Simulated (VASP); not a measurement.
A run of VASP 6.6.1 is set up as follows.

The input INCAR:

```
SYSTEM = Si3B
PREC = Accurate
ENCUT = 600
EDIFF = 1E-6
ISMEAR = 0
SIGMA = 0.1
LREAL = .False.
LASPH = .True.
NELM = 80
ALGO = Normal
ISIF = 3
LWAVE = .False.
LCHARG = .False.
GGA = PE
IBRION = 2
NSW = 100
EDIFFG = -0.01
```

The input KPOINTS:

```
regular mesh
0
Gamma
  10 4 6
  0 0 0
```

POSCAR

```
Si3B
1.0
    3.4543772309      0.0000000000      0.0000000000
    0.0000000000      7.2153589753      0.0000000000
    0.0000000000      0.0000000000      5.2047030215
Si B
6 2
Direct
    0.5000000000      0.7334564876      0.1560403330
    0.5000000000      0.2665435124      0.1560403330
    0.0000000000      0.7665435124      0.8439596670
    0.0000000000      0.2334564876      0.8439596670
    0.0000000000      0.5000000000      0.5717170884
    0.5000000000      0.0000000000      0.4282829116
    0.5000000000      0.5000000000      0.3663923343
    0.0000000000      0.0000000000      0.6336076657
```

Potentials or basis: VASP PAW PBE potentials, release 64 (Si, B).

Command:

```bash
$ cat potpaw_PBE.64/Si/POTCAR potpaw_PBE.64/B/POTCAR > POTCAR
$ mpirun -np 1 vasp_std > vasp.out
```

(1) What does it give for the band gap on the k mesh?

(2) What does it give for the relaxed cell?

Results:

(1) zero (bands 15 and 16 overlap by 3.98 eV).

(2) a = 3.384 Å, b = 7.242 Å, c = 5.274 Å, α = 90.00°, β = 90.00°, γ = 90.00°.
